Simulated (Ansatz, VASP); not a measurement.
**Sn in VASP and in Ansatz**

The input INCAR:

```
PREC = Accurate
ENCUT = 600
EDIFF = 1E-6
ISMEAR = 0
SIGMA = 0.05
LREAL = False
LASPH = True
NELM = 80
ALGO = Fast
ISIF = 3
LWAVE = False
LCHARG = False
IBRION = 2
NSW = 80
EDIFFG = -0.003
```

Contents of KPOINTS:

```
Automatic mesh
0
Gamma
  10 10 10
```

The input POSCAR:

```
Sn
1.0
    0.0000000000      3.2400000000      3.2400000000
    3.2400000000      0.0000000000      3.2400000000
    3.2400000000      3.2400000000      0.0000000000
Sn
2
Direct
    0.0000000000      0.0000000000      0.0000000000
    0.2500000000      0.2500000000      0.2500000000
```

Input for Ansatz:

```yaml
crystal:
  lattice:
    - [0.0, 3.24, 3.24]
    - [3.24, 0.0, 3.24]
    - [3.24, 3.24, 0.0]
  atoms:
    - { symbol: Sn, position: [0.0, 0.0, 0.0] }
    - { symbol: Sn, position: [0.25, 0.25, 0.25] }
scf:
  occupations: { method: gaussian, width: 0.05 }
output:
  forces: true
  stress: true
  eigenvalues: true
  write_density: true
  write_potential: true
  elf: true
  volumetric_format: npy
hamiltonian:
  xc: lda
kpoints:
  mp_grid: { grid: [10, 10, 10] }
relax:
  f_tol: 0.003
  cell: { stress_tol: 0.02 }
```

Alike in both runs: task relaxation of cell and atoms; functional LDA; k mesh 10 × 10 × 10; occupations gaussian, width 0.05 eV; no spin polarisation.

|  | VASP | Ansatz |
| --- | --- | --- |
| version | VASP 6.6.1 | Ansatz 0.2.0 |
| potentials or method | VASP PAW LDA potentials, release 64 (Sn_d) | scalar-relativistic, plane waves, PAW |
| plane-wave cutoff (eV) | 600 | 420 |
| valence electrons in the cell | 28 | 28 |

VASP gave:

| Property | Result |
| --- | --- |
| gap on the k mesh at the Fermi level, each at its own relaxed structure (eV) | none |
| relaxed volume (Å³/atom) | 33.92 |
| relaxed cell length with the largest relative difference (Å) | 4.578 |

Problem. What did Ansatz give for the same quantities?

Solution. gap on the k mesh at the Fermi level, each at its own relaxed structure (eV): none; relaxed volume (Å³/atom): 33.91; relaxed cell length with the largest relative difference (Å): 4.577.

LDA's correlation is that of Perdew and Zunger in VASP and of Perdew and Wang (1992) in Ansatz. A gap of «none» marks a metal or a gap that the smearing closes.
